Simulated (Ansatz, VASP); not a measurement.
Sb in VASP and in Ansatz

The input INCAR:

```
  PREC = Accurate
  ENCUT = 400
  EDIFF = 1E-6
  ISMEAR = 0
  SIGMA = 0.05
  LREAL = F
  LASPH = T
  NELM = 120
  ALGO = Normal
  ISIF = 2
  LWAVE = F
  LCHARG = F
  LDIPOL = T
  IDIPOL = 3
  DIPOL = 0.5 0.5 0.388
  GGA = PE
  IVDW = 12
  NBANDS = 38
  GGA_COMPAT = F
  NELMDL = -8
```

Contents of KPOINTS:

```
regular mesh
0
Gamma
  9 9 1
```

Contents of POSCAR:

```
Sb
1.0
    4.0686848921      0.0000000000      0.0000000000
   -2.0343424461      3.5235844766      0.0000000000
    0.0000000000      0.0000000000     20.8000277116
Sb
4
Direct
    0.3333333333      0.6666666667      0.2956733491
    0.6666666667      0.3333333333      0.2163458656
    0.6666666667      1.2222222222      0.5600967399
    0.3333333333      1.5555555556      0.4807692564
```

Input for Ansatz:

```yaml
crystal:
  lattice:
    - [4.0686853555, 0.0, 0.0]
    - [-2.0343426777, 3.5235848779, 0.0]
    - [0.0, 0.0, 20.8000291998]
  atoms:
    - { symbol: Sb, position: [0.3333333333, 0.6666666667, 0.2956733638] }
    - { symbol: Sb, position: [0.6666666667, 0.3333333333, 0.2163458501] }
    - { symbol: Sb, position: [0.6666666667, 1.2222222222, 0.5600967714] }
    - { symbol: Sb, position: [0.3333333333, 1.5555555556, 0.4807692578] }
basis:
  ecutwfc: 420
kpoints:
  mp_grid: { grid: [9, 9, 1] }
hamiltonian:
  xc: pbe
  dispersion: d3bj
scf:
  occupations: { method: gaussian, width: 0.05 }
output:
  forces: true
  eigenvalues: true
efield:
  axis: 3
  dipole_correction: true
  ramp_width: 0.04
```

Alike in both runs: task single point; functional PBE; dispersion D3(BJ); k mesh 9 × 9 × 1; occupations gaussian, width 0.05 eV; no spin polarisation.

|  | VASP | Ansatz |
| --- | --- | --- |
| version | VASP 6.6.1 | Ansatz 0.2.0 |
| potentials or method | VASP PAW PBE potentials, release 64 (Sb_d_GW), cutoff 400 eV | scalar-relativistic, plane waves, PAW |
| valence electrons in the cell | 60 | 60 |

|  | VASP | Ansatz | Ansatz less VASP |
| --- | --- | --- | --- |
| gap on the k mesh at the Fermi level (eV) | 0.85 | 0.85 | -0.002 |
| least direct gap on the mesh (eV) | 1.35 | 1.34 | -0.001 |
| rms of the force components (eV/Å) | 0.020 | 0.019 | -0.0008 |

Atom by atom the forces differ by 0.003 eV/Å (rms over components).

Neither program's run includes spin-orbit coupling.
